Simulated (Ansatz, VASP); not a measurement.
Two plane-wave programs on ZrB

```
Zr B
1.0
     0.00000    2.32500    2.32500
     2.32500    0.00000    2.32500
     2.32500    2.32500    0.00000
Zr B
1 1
Direct
  0.00000 0.00000 0.00000
  0.50000 0.50000 0.50000
```

Alike in both runs: task relaxation of cell and atoms; functional BLYP; k mesh 10 × 10 × 10; occupations fermi-dirac, width 0.05 eV; no spin polarisation.

```csv
,VASP,Ansatz
version,VASP 6.6.1,Ansatz 0.2.0
potentials or method,"VASP PAW PBE potentials, release 64 (Zr_sv, B)",Ansatz PAW
plane-wave cutoff (eV),600,420
valence electrons in the cell,15,15
```

Ansatz gave:

- gap on the k mesh at the Fermi level, each at its own relaxed structure (eV): none
- relaxed volume (Å³/atom): 15.27
- relaxed length of the cell vector where the two differ most in proportion (Å): 3.508

Q: What did VASP give for the same quantities?

A: gap on the k mesh at the Fermi level, each at its own relaxed structure (eV): none; relaxed volume (Å³/atom): 15.30; relaxed length of the cell vector where the two differ most in proportion (Å): 3.511.

VASP's potentials were made for PBE, not for BLYP. A gap of «none» marks a metal or a gap that the smearing closes.

Noted on VASP's run: the volume moved by over 15 % at a fixed basis, so the end points are rough. Noted on Ansatz's run: the volume moved by over 15 % at a fixed basis, so the end points are rough; the plane-wave basis is chosen anew once the cell has moved, so the energies of steps on either side of that aren't comparable.
